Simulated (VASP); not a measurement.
# OH2 in VASP: notebook

OH2 is run at these levels: PBE+D3(BJ); tasks: single point, relaxation of the atoms.

Everything below comes from runs of VASP 6.6.1. Logs are shortened: lines on timing, memory, paths and dates and some standing lists are left out, and cuts for length are marked.

## (1) The cell of the first run

The cell holds a molecule in a box, 3 atoms: a = 15.000 Å, b = 15.500 Å, c = 16.000 Å, α = 90.00°, β = 90.00°, γ = 90.00°.

## (2) Single point, PBE+D3(BJ)

File INCAR:

```
SYSTEM = H2O
ALGO = Normal
EDIFF = 1E-7
ENCUT = 520
GGA = PE
ISIF = 2
ISMEAR = 0
ISYM = 0
IVDW = 12
LASPH = .True.
LCHARG = .False.
LREAL = .False.
LWAVE = .False.
NBANDS = 11
NELM = 100
PREC = Accurate
SIGMA = 0.005
```

File KPOINTS:

```
k-points
0
Gamma
  1 1 1
  0 0 0
```

File POSCAR:

```
H2O
1.0
   15.0000000000      0.0000000000      0.0000000000
    0.0000000000     15.5000000000      0.0000000000
    0.0000000000      0.0000000000     16.0000000000
O H
1 2
Direct
    0.5000921023      0.4799343936      0.4844984143
    0.5508547267      0.5114516740      0.5062921847
    0.4490531710      0.5086139325      0.5092094010
```

Potentials or basis: VASP PAW PBE potentials, release 64 (O, H).

On the command line:

```
$ cat potpaw_PBE.64/O/POTCAR potpaw_PBE.64/H/POTCAR > POTCAR
$ mpirun -np 1 vasp_gam > vasp.out
```

OUTCAR:

```text
SYSTEM = H2O
   EDIFF = 1E-7
   ENCUT = 520
   GGA = PE
   ISIF = 2
   ISMEAR = 0
   ISYM = 0
   IVDW = 12
   LASPH = .True.
   LREAL = .False.
   NELM = 100
   PREC = Accurate
 IVDW          = 12

 ion  position               nearest neighbor table
   1  0.500  0.480  0.484-   2 0.97   3 0.97
   2  0.551  0.511  0.506-   1 0.97
   3  0.449  0.509  0.509-   1 0.97

IMPORTANT INFORMATION: All symmetrisations will be switched off!
NOSYMM: (Re-)initialisation of all symmetry stuff for point group C_1.

----------------------------------------------------------------------------------------

                                     Primitive cell

  volume of cell :    3720.0000

  direct lattice vectors                    reciprocal lattice vectors
    15.000000000  0.000000000  0.000000000     0.066666667  0.000000000  0.000000000
     0.000000000 15.500000000  0.000000000     0.000000000  0.064516129  0.000000000
     0.000000000  0.000000000 16.000000000     0.000000000  0.000000000  0.062500000

  length of vectors
    15.000000000 15.500000000 16.000000000     0.066666667  0.064516129  0.062500000

  position of ions in fractional coordinates (direct lattice)
     0.500092102  0.479934394  0.484498414
     0.550854727  0.511451674  0.506292185
     0.449053171  0.508613932  0.509209401

  ion indices of the primitive-cell ions
   primitive index   ion index
                 1           1
                 2           2
                 3           3

----------------------------------------------------------------------------------------

 KPOINTS: k-points

Automatic generation of k-mesh.
 Grid dimensions read from file:
 generate k-points for:    1    1    1

 Generating k-lattice:

  Cartesian coordinates                     Fractional coordinates (reciprocal lattice)
     0.066666667  0.000000000  0.000000000     1.000000000  0.000000000  0.000000000
     0.000000000  0.064516129  0.000000000     0.000000000  1.000000000  0.000000000
     0.000000000  0.000000000  0.062500000     0.000000000  0.000000000  1.000000000

  Length of vectors
     0.066666667  0.064516129  0.062500000

  Shift w.r.t. Gamma in fractional coordinates (k-lattice)
     0.000000000  0.000000000  0.000000000

 Subroutine IBZKPT returns following result:
 ===========================================

 Found      1 irreducible k-points:

 Following reciprocal coordinates:
            Coordinates               Weight
  0.000000  0.000000  0.000000      1.000000
   k-points           NKPTS =      1   k-points in BZ     NKDIM =      1   number of bands    NBANDS=     11
   number of dos      NEDOS =    301   number of ions     NIONS =      3
   total plane-waves  NPLWV = ******
   dimension x,y,z NGX =   112 NGY =  120 NGZ =  120
   dimension x,y,z NGXF=   224 NGYF=  240 NGZF=  240
   ions per type =               1   2
   NGX,Y,Z   is equivalent  to a cutoff of  12.41, 12.87, 12.47 a.u.
   NGXF,Y,Z  is equivalent  to a cutoff of  24.83, 25.74, 24.94 a.u.
 SYSTEM =  H2O
   PREC   = accura    normal or accurate (medium, high low for compatibility)
   ISTART =      0    job   : 0-new  1-cont  2-samecut
   ICHARG =      2    charge: 1-file 2-atom 10-const
   ISPIN  =      1    spin polarized calculation?
   LNONCOLLINEAR =      F non collinear calculations
   LSORBIT =      F    spin-orbit coupling
   LASPH  =      T    aspherical Exc in radial PAW
   ENCUT  =  520.0 eV  38.22 Ry    6.18 a.u.  27.89 28.82 29.75*2*pi/ulx,y,z
   NELM   =    100;   NELMIN=  2; NELMDL= -5     # of ELM steps
   EDIFF  = 0.1E-06   stopping-criterion for ELM
   LREAL  =      F    real-space projection
   EDIFFG = 0.1E-05   stopping-criterion for IOM
   NSW    =      0    number of steps for IOM
   IBRION =     -1    ionic relax: 0-MD 1-quasi-New 2-CG
   NFREE  =      0    steps in history (QN), initial steepest desc. (CG)
   ISIF   =      2    stress and relaxation
   ISYM   =      0    0-nonsym 1-usesym 2-fastsym
   POTIM  = 0.5000    time-step for ionic-motion
   TEBEG  =    0.0;   TEEND  =   0.0 temperature during run
   PSTRESS=    0.0 pullay stress
   NELECT =       8.0000    total number of electrons
   NUPDOWN=      -1.0000    fix difference up-down
   EMIN   =  10.00;   EMAX   =-10.00  energy-range for DOS
   EFERMI =   0.00;   METHOD = LEGACY
   ISMEAR =     0;   SIGMA  =   0.01  broadening in eV -4-tet -1-fermi 0-gaus
   EFERMI_NEDOS =   21; number of points for ismear=-14 and -15
   IALGO  =     38    algorithm
   IMIX   =      4    mixing-type and parameters
     AMIX     =   0.40;   BMIX     =  1.00
     AMIX_MAG =   1.60;   BMIX_MAG =  1.00
  volume/ion in A,a.u.               =    1240.00      8367.93
  Fermi-wavevector in a.u.,A,eV,Ry     =   0.211312  0.399321  0.607537  0.044653
  Thomas-Fermi vector in A             =   0.980203
   LORBIT       =      0    0 simple, 1 ext, 2 COOP (PROOUT), +10 PAW based schemes
   GGA     = PE    functional components
   LHFCALC =     F    Hartree Fock is set to
   AEXX    =    0.0000 exact exchange contribution
   IVDW    =    12    specifies the selected vdW correction
   LEPSILON=     F    determine dielectric tensor
   LRPA    =     F    only Hartree local field effects (RPA)
 non-spin polarized calculation
 Gauss-broadening in eV      SIGMA  =   0.01
  energy-cutoff  :      520.00
  volume of cell :     3720.00
 maximum number of plane-waves:     50071
 NGX is ok and might be reduce to   112
   NGX = 55   NGY = 57   NGZ = 59

 number of electron       8.0000000 magnetization

 Free energy of the ion-electron system (eV)
  ---------------------------------------------------
  ext. energy  EPLUGINS =         0.00000000
  ---------------------------------------------------
  free energy    TOTEN  =       -14.23159966 eV

  energy without entropy =      -14.23159966  energy(sigma->0) =      -14.23159966

 E-fermi :  -7.1524     XC(G=0):  -0.1592

 val. band max:       -7.1967130745   @ k =   0.0000   0.0000   0.0000
 cond. band min:      -0.9639797576   @ k =   0.0000   0.0000   0.0000
 fundamental gap:      6.2327333170
 Fermi energy:        -7.1524239915

 k-point     1 :       0.0000    0.0000    0.0000
  band No.  band energies     occupation
      1     -25.3033      2.00000
      2     -13.0631      2.00000
      3      -9.2712      2.00000
      4      -7.1967      2.00000
      5      -0.9640      0.00000
      6       0.0996      0.00000
      7       0.3711      0.00000
      8       0.4813      0.00000
      9       0.5268      0.00000
     10       0.6009      0.00000
     11       0.6327      0.00000

------------------------ aborting loop because EDIFF is reached ----------------------------------------

 Edisp (eV)   -0.00979

 E8    (eV) :    -0.0023

  FORCE on cell =-STRESS in cart. coord.  units (eV):
  Direction    XX          YY          ZZ          XY          YZ          ZX
  --------------------------------------------------------------------------------------
  -------------------------------------------------------------------------------------
  Total       0.13507    -0.03142    -0.04170     0.00563     0.02539    -0.00592
  in kB       0.05817    -0.01353    -0.01796     0.00242     0.01094    -0.00255
  external pressure =        0.01 kB  Pullay stress =        0.00 kB

 VOLUME and BASIS-vectors are now :
 -----------------------------------------------------------------------------
  energy-cutoff  :      520.00
  volume of cell :     3720.00
      direct lattice vectors                 reciprocal lattice vectors
    15.000000000  0.000000000  0.000000000     0.066666667  0.000000000  0.000000000
     0.000000000 15.500000000  0.000000000     0.000000000  0.064516129  0.000000000
     0.000000000  0.000000000 16.000000000     0.000000000  0.000000000  0.062500000

 POSITION                                       TOTAL-FORCE (eV/Angst)
 -----------------------------------------------------------------------------------
      7.50138      7.43898      7.75197        -0.000016     -0.066429     -0.051981
      8.26282      7.92750      8.10067         0.125067      0.036906      0.022198
      6.73580      7.88352      8.14735        -0.125051      0.029522      0.029783
 -----------------------------------------------------------------------------------
    total drift:                                0.000044     -0.000519      0.000786

  FREE ENERGIE OF THE ION-ELECTRON SYSTEM (eV)
  ---------------------------------------------------
  free  energy   TOTEN  =       -14.2413899117 eV

  energy  without entropy=      -14.2413899117  energy(sigma->0) =      -14.24138991
```

OSZICAR:

```text
N       E                     dE             d eps       ncg     rms          rms(c)
DAV:   1     0.800866939147E+02    0.80087E+02   -0.14516E+03    30   0.304E+02
DAV:   2     0.233875650272E+02   -0.56699E+02   -0.56268E+02    44   0.497E+01
DAV:   3    -0.115112331296E+02   -0.34899E+02   -0.34837E+02    28   0.643E+01
[... 17 lines left out ...]
DAV:  21    -0.142315978810E+02   -0.38662E-05   -0.44652E-08    25   0.851E-04    0.125E-04
DAV:  22    -0.142315990257E+02   -0.11447E-05   -0.99037E-09    25   0.381E-04    0.583E-05
DAV:  23    -0.142315995061E+02   -0.48040E-06   -0.54447E-09    22   0.263E-04    0.430E-05
DAV:  24    -0.142315996195E+02   -0.11342E-06   -0.63556E-10    30   0.136E-04    0.178E-05
DAV:  25    -0.142315996616E+02   -0.42135E-07    0.42524E-10    25   0.846E-05
   1 F= -.14241390E+02 E0= -.14241390E+02  d E =-.237275E-36
```

It took 5.8 min on 1 thread of AMD EPYC 9755, shared host; peak memory 2.1 GiB.

What came out:

- Free energy: -14.2414 eV
- Largest force: 0.132 eV/Å
- Gap between the frontier levels: 6.23 eV
- Dispersion energy per atom: -0.003 eV

Forces on the atoms (eV/Å):
```
O    0.000 -0.066 -0.052
H    0.125  0.037  0.022
H   -0.125  0.030  0.030
```

## (3) Relaxation of the atoms, PBE+D3(BJ)

File INCAR:

```
SYSTEM = H2O
PREC     = Accurate       ! precision mode
ENCUT    = 520            ! plane-wave cutoff, eV
EDIFF    = 1E-6           ! SCF threshold, eV
ISMEAR   = 0              ! smearing method
SIGMA    = 0.005          ! smearing width, eV
LREAL    = .FALSE.        ! projectors in reciprocal space
LASPH    = .TRUE.         ! aspherical terms in the spheres
NELM     = 60             ! most SCF steps
ALGO     = Normal         ! electronic algorithm
ISIF     = 2              ! what is computed and relaxed
LWAVE    = .FALSE.        ! write WAVECAR
LCHARG   = .FALSE.        ! write CHGCAR
GGA      = PE             ! functional
IVDW     = 12             ! dispersion correction
IBRION   = 2              ! ionic algorithm
NSW      = 100            ! ionic steps
EDIFFG   = -0.01          ! ionic threshold
ISYM     = 0
```

File KPOINTS:

```
Automatic mesh
0
G
  1 1 1
  0 0 0
```

File POSCAR:

```
H2O
1.0
   15.0000000000      0.0000000000      0.0000000000
    0.0000000000     15.5000000000      0.0000000000
    0.0000000000      0.0000000000     16.0000000000
O H
1 2
Direct
    0.5011452656      0.4800741017      0.4845525650
    0.5482155136      0.5110123779      0.5060858564
    0.4506392208      0.5089135204      0.5093615786
```

Potentials or basis: VASP PAW PBE potentials, release 64 (O, H).

On the command line:

```
$ cat potpaw_PBE.64/O/POTCAR potpaw_PBE.64/H/POTCAR > POTCAR
$ mpirun -np 1 vasp_gam > vasp.out
```

OUTCAR:

```text
SYSTEM = H2O
   PREC = Accurate
   ENCUT = 520
   EDIFF = 1E-6
   ISMEAR = 0
   LREAL = .FALSE.
   LASPH = .TRUE.
   NELM = 60
   ISIF = 2
   GGA = PE
   IVDW = 12
   IBRION = 2
   NSW = 100
   EDIFFG = -0.01
   ISYM = 0
 IVDW          = 12

 ion  position               nearest neighbor table
   1  0.501  0.480  0.485-   2 0.92   3 0.97
   2  0.548  0.511  0.506-   1 0.92
   3  0.451  0.509  0.509-   1 0.97

IMPORTANT INFORMATION: All symmetrisations will be switched off!
NOSYMM: (Re-)initialisation of all symmetry stuff for point group C_1.

----------------------------------------------------------------------------------------

                                     Primitive cell

  volume of cell :    3720.0000

  direct lattice vectors                    reciprocal lattice vectors
    15.000000000  0.000000000  0.000000000     0.066666667  0.000000000  0.000000000
     0.000000000 15.500000000  0.000000000     0.000000000  0.064516129  0.000000000
     0.000000000  0.000000000 16.000000000     0.000000000  0.000000000  0.062500000

  length of vectors
    15.000000000 15.500000000 16.000000000     0.066666667  0.064516129  0.062500000

  position of ions in fractional coordinates (direct lattice)
     0.501145266  0.480074102  0.484552565
     0.548215514  0.511012378  0.506085856
     0.450639221  0.508913520  0.509361579

[... 94 lines left out ...]

 number of electron       8.0000002 magnetization

 Free energy of the ion-electron system (eV)
  ---------------------------------------------------
  ext. energy  EPLUGINS =         0.00000000
  ---------------------------------------------------
  free energy    TOTEN  =       -14.14788299 eV

  energy without entropy =      -14.14788299  energy(sigma->0) =      -14.14788299

------------------------ aborting loop because EDIFF is reached ----------------------------------------

 Edisp (eV)   -0.00979

 E8    (eV) :    -0.0023
[... 108 lines left out ...]
  FREE ENERGIE OF THE ION-ELECTRON SYSTEM (eV)
  ---------------------------------------------------
  free  energy   TOTEN  =       -14.2298830076 eV

  energy  without entropy=      -14.2298830076  energy(sigma->0) =      -14.22988301

[... ionic steps 4 to 8 ...]

--------------------------------------- Ionic step        9  -------------------------------------------

 number of electron       8.0000000 magnetization

------------------------ aborting loop because EDIFF is reached ----------------------------------------
[... 77 lines left out ...]
--------------------------------------- Ionic step       11  -------------------------------------------

 number of electron       8.0000000 magnetization

 Free energy of the ion-electron system (eV)
  ---------------------------------------------------
  ext. energy  EPLUGINS =         0.00000000
  ---------------------------------------------------
  free energy    TOTEN  =       -14.23205268 eV

  energy without entropy =      -14.23205268  energy(sigma->0) =      -14.23205268

 E-fermi :  -7.1569     XC(G=0):  -0.1634

 val. band max:       -7.1895095065   @ k =   0.0000   0.0000   0.0000
 cond. band min:      -0.9684702901   @ k =   0.0000   0.0000   0.0000
 fundamental gap:      6.2210392164
 Fermi energy:        -7.1568730569

 k-point     1 :       0.0000    0.0000    0.0000
  band No.  band energies     occupation
      1     -25.2681      2.00000
      2     -13.0647      2.00000
      3      -9.2444      2.00000
      4      -7.1895      2.00000
      5      -0.9685      0.00000
      6       0.0947      0.00000
      7       0.3724      0.00000
      8       0.4764      0.00000
[... 32 lines left out ...]
  FREE ENERGIE OF THE ION-ELECTRON SYSTEM (eV)
  ---------------------------------------------------
  free  energy   TOTEN  =       -14.2418424063 eV

  energy  without entropy=      -14.2418424063  energy(sigma->0) =      -14.24184241

 reached required accuracy - stopping structural energy minimisation
```

CONTCAR:

```text
H2O
   1.00000000000000
    15.0000000000000000    0.0000000000000000    0.0000000000000000
     0.0000000000000000   15.5000000000000000    0.0000000000000000
     0.0000000000000000    0.0000000000000000   16.0000000000000000
  O               H
     1     2
Direct
     0.5001043373876529    0.4799937159519711    0.4845477932354087
     0.5511336183527563    0.5114440901623259    0.5062696789219431
     0.4487620442595905    0.5085621938857029    0.5091825278426482

  0.00000000E+00  0.00000000E+00  0.00000000E+00
  0.00000000E+00  0.00000000E+00  0.00000000E+00
  0.00000000E+00  0.00000000E+00  0.00000000E+00
```

Run time: 26 min. Hardware: 1 thread of AMD EPYC 9755, shared host; peak memory 2.1 GiB.

Results:

* Free energy: -14.2418 eV
* Energy gained by relaxing: 28.1 meV/atom
* Ionic steps: 11
* Largest force after relaxing: 0.005 eV/Å
* Gap between the frontier levels: 6.22 eV
* Dispersion energy per atom: -0.003 eV

Forces on the atoms (eV/Å):
```
O   -0.005  0.000  0.001
H    0.001  0.001  0.000
H    0.003 -0.001 -0.002
```

Step by step:
| step | energy change (eV) | largest force (eV/Å) | pressure (GPa) |
| --- | --- | --- | --- |
| 1 | 0.0000 | 3.1797 | 0.04 |
| 2 | 0.7435 | 5.6175 | -0.08 |
| 3 | -0.0722 | 0.6115 | 0.00 |
| 4 | -0.0730 | 0.6033 | 0.01 |
| 5 | -0.0730 | 0.6014 | 0.01 |
| 6 | -0.0717 | 1.0564 | -0.02 |
| 7 | -0.0782 | 0.4515 | 0.00 |
| 8 | -0.0842 | 0.0284 | 0.00 |
| 9 | -0.0842 | 0.0255 | 0.00 |
| 10 | -0.0841 | 0.0565 | 0.00 |
| 11 | -0.0842 | 0.0050 | 0.00 |

Final structure:
```
O H
1.0
    15.00000    0.00000    0.00000
     0.00000   15.50000    0.00000
     0.00000    0.00000   16.00000
O H
1 2
Direct
  0.50010 0.47999 0.48455
  0.55113 0.51144 0.50627
  0.44876 0.50856 0.50918
```
